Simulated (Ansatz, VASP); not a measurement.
One calculation of AgCl, two programs

Contents of POSCAR:

```
AgCl
1.0
    3.3955880419      0.0000000000      0.0000000000
    0.0000000000      3.3955880419      0.0000000000
    0.0000000000      0.0000000000      3.3955880419
Ag Cl
1 1
Direct
    0.0000000000      0.0000000000      0.0000000000
    0.5000000000      0.5000000000      0.5000000000
```

The input INCAR.step1:

```
ALGO     = Normal         # electronic algorithm
EDIFF    = 1E-5           # SCF threshold, eV
ENCUT    = 520            # plane-wave cutoff, eV
GGA      = PE             # functional
ISIF     = 2              # what is computed and relaxed
ISMEAR   = 0              # smearing method
LASPH    = T              # aspherical terms in the spheres
LCHARG   = F              # write CHGCAR
LREAL    = F              # projectors in reciprocal space
LWAVE    = T              # write WAVECAR
NBANDS   = 16             # bands
NELM     = 100            # most SCF steps
PREC     = Accurate       # precision mode
SIGMA    = 0.01           # smearing width, eV
```

The input INCAR.step2:

```
AEXX     = 0.1            # exact-exchange fraction
ALGO     = Normal         # electronic algorithm
EDIFF    = 1E-6           # SCF threshold, eV
ENCUT    = 520            # plane-wave cutoff, eV
GGA      = PE             # functional
HFSCREEN = 0.5            # screening, 1/A
ISIF     = 2              # what is computed and relaxed
ISMEAR   = 0              # smearing method
ISTART   = 1            
LASPH    = T              # aspherical terms in the spheres
LCHARG   = F              # write CHGCAR
LHFCALC  = T              # exact exchange
LREAL    = F              # projectors in reciprocal space
LWAVE    = F              # write WAVECAR
NBANDS   = 16             # bands
NELM     = 100            # most SCF steps
PREC     = Accurate       # precision mode
PRECFOCK = Normal       
SIGMA    = 0.01           # smearing width, eV
```

Contents of KPOINTS:

```
k-points
0
Gamma
  4 4 4
```

Input for Ansatz:

```yaml
crystal:
  lattice:
    - [3.3955880419, 0.0, 0.0]
    - [0.0, 3.3955880419, 0.0]
    - [0.0, 0.0, 3.3955880419]
  atoms:
    - { symbol: Ag, position: [0.0, 0.0, 0.0] }
    - { symbol: Cl, position: [0.5, 0.5, 0.5] }
kpoints:
  mp_grid: { grid: [4, 4, 4] }
hamiltonian:
  xc: { exchange: pbe, correlation: pbe, exx: { coeff: 0.1, omega: 0.5 } }
scf:
  occupations: { method: fixed }
  n_extra_bands: 4
output:
  forces: true
  stress: true
  eigenvalues: true
```

Alike in both runs: task single point; functional PBE-based screened hybrid; k mesh 4 × 4 × 4; no spin polarisation.

|  | VASP | Ansatz |
| --- | --- | --- |
| version | VASP 6.6.1 | Ansatz 0.2.0 |
| potentials or method | VASP PAW PBE potentials, release 64 (Ag, Cl) | plane waves |
| plane-wave cutoff (eV) | 520 | 420 |
| occupations | gaussian, width 0.01 eV | fixed |
| valence electrons in the cell | 18 | 26 |

VASP gave:

* gap on the k mesh at the Fermi level (eV): 0.91
* pressure (GPa): 1.6

Q: Estimate Ansatz's values.

A: gap on the k mesh at the Fermi level (eV): 0.91; pressure (GPa): 1.8.

VASP's potentials were made for PBE, not for PBE-based screened hybrid. VASP's potentials hold 18 valence electrons a cell and Ansatz's 26, so a difference there can come from the potentials and not from the codes. Ansatz's warnings: stress exchange threshold loose, stress scf threshold loose.

The k mesh is coarse, so the values compare programs but aren't converged.
